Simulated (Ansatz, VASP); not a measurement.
## One calculation of MnSi, two programs

The input INCAR:

```
ALGO = Normal
DIPOL = 0.5 0.5 0.500
EDIFF = 1E-6
ENCUT = 400
GGA = PE
GGA_COMPAT = False
IDIPOL = 3
ISIF = 2
ISMEAR = 0
LASPH = True
LCHARG = False
LDIPOL = True
LREAL = False
LWAVE = False
NBANDS = 120
NELM = 120
NELMDL = -8
PREC = Accurate
SIGMA = 0.1
```

The input KPOINTS:

```
k-points
0
Gamma
  8 8 1
```

The input POSCAR:

```
MnSi
1.0
    4.4976971732      0.0000000000      0.0000000000
    0.0000000000      4.4976971732      0.0000000000
    0.0000000000      0.0000000000     27.2595630626
Mn Si
12 12
Direct
    0.1565955534      0.5879946507      0.2864239736
    0.8544709789      0.1485663027      0.3106710087
    0.3588730781      0.3742608293      0.3552849800
    0.6336449729      0.8620003026      0.3951958930
    0.1349186770      0.6345280226      0.4393734255
    0.8640562413      0.1381148841      0.4770987769
    0.3640562240      0.3618851046      0.5229012242
    0.6349187101      0.8654719562      0.5606265684
    0.1336449849      0.6379997037      0.6048041013
    0.8588730376      0.1257391654      0.6447150201
    0.3544709256      0.3514337229      0.6893289976
    0.6565955051      0.9120053583      0.7135760249
    0.3465768540      0.0845167758      0.2769032866
    0.6640565998      0.6664705449      0.3054635046
    0.1473657074      0.8646140902      0.3624154188
    0.8383750011      0.3465351930      0.3911328217
    0.3479753712      0.1561686218      0.4432868165
    0.6530910713      0.6563241579      0.4747604293
    0.1530910825      0.8436758386      0.5252395672
    0.8479753885      0.3438313669      0.5567131852
    0.3383749926      0.1534647854      0.6088671763
    0.6473657165      0.6353859273      0.6375845816
    0.1640565337      0.8335294835      0.6945365020
    0.8465767927      0.4154832116      0.7230967160
```

Input for Ansatz:

```yaml
crystal:
  lattice:
    - [4.4976971732, 0.0, 0.0]
    - [0.0, 4.4976971732, 0.0]
    - [0.0, 0.0, 27.2595630626]
  atoms:
    - { symbol: Mn, position: [0.1565955534, 0.5879946507, 0.2864239736] }
    - { symbol: Si, position: [0.346576854, 0.0845167758, 0.2769032866] }
    - { symbol: Si, position: [0.6640565998, 0.6664705449, 0.3054635046] }
    - { symbol: Mn, position: [0.8544709789, 0.1485663027, 0.3106710087] }
    - { symbol: Mn, position: [0.3588730781, 0.3742608293, 0.35528498] }
    - { symbol: Si, position: [0.1473657074, 0.8646140902, 0.3624154188] }
    - { symbol: Si, position: [0.8383750011, 0.346535193, 0.3911328217] }
    - { symbol: Mn, position: [0.6336449729, 0.8620003026, 0.395195893] }
    - { symbol: Mn, position: [0.134918677, 0.6345280226, 0.4393734255] }
    - { symbol: Si, position: [0.3479753712, 0.1561686218, 0.4432868165] }
    - { symbol: Si, position: [0.6530910713, 0.6563241579, 0.4747604293] }
    - { symbol: Mn, position: [0.8640562413, 0.1381148841, 0.4770987769] }
    - { symbol: Mn, position: [0.364056224, 0.3618851046, 0.5229012242] }
    - { symbol: Si, position: [0.1530910825, 0.8436758386, 0.5252395672] }
    - { symbol: Si, position: [0.8479753885, 0.3438313669, 0.5567131852] }
    - { symbol: Mn, position: [0.6349187101, 0.8654719562, 0.5606265684] }
    - { symbol: Mn, position: [0.1336449849, 0.6379997037, 0.6048041013] }
    - { symbol: Si, position: [0.3383749926, 0.1534647854, 0.6088671763] }
    - { symbol: Si, position: [0.6473657165, 0.6353859273, 0.6375845816] }
    - { symbol: Mn, position: [0.8588730376, 0.1257391654, 0.6447150201] }
    - { symbol: Mn, position: [0.3544709256, 0.3514337229, 0.6893289976] }
    - { symbol: Si, position: [0.1640565337, 0.8335294835, 0.694536502] }
    - { symbol: Si, position: [0.8465767927, 0.4154832116, 0.723096716] }
    - { symbol: Mn, position: [0.6565955051, 0.9120053583, 0.7135760249] }
basis:
  ecutwfc: 420
kpoints:
  mp_grid: { grid: [8, 8, 1] }
hamiltonian:
  xc: pbe
scf:
  occupations: { method: gaussian, width: 0.1 }
  initial_density: { chi_scale: 0.3 }
output:
  forces: true
  eigenvalues: true
efield:
  axis: 3
  dipole_correction: true
  ramp_width: 0.04
```

Alike in both runs: task single point; functional PBE; k mesh 8 × 8 × 1; occupations gaussian, width 0.1 eV; no spin polarisation.

|  | VASP | Ansatz |
| --- | --- | --- |
| version | VASP 6.6.1 | Ansatz 0.2.0 |
| potentials or method | VASP PAW PBE potentials, release 64 (Mn_pv, Si), cutoff 400 eV | scalar-relativistic, plane waves, PAW |
| valence electrons in the cell | 204 | 228 |

Ansatz gave:

| Item | Value |
| --- | --- |
| gap on the k mesh at the Fermi level (eV) | none |
| rms of the force components (eV/Å) | 0.004 |

Question: Estimate VASP's values.

Answer: gap on the k mesh at the Fermi level (eV): none; rms of the force components (eV/Å): 0.010.

A gap of «none» marks a metal or a gap that the smearing closes. VASP's potentials hold 204 valence electrons a cell and Ansatz's 228, so a difference there can come from the potentials and not from the codes.
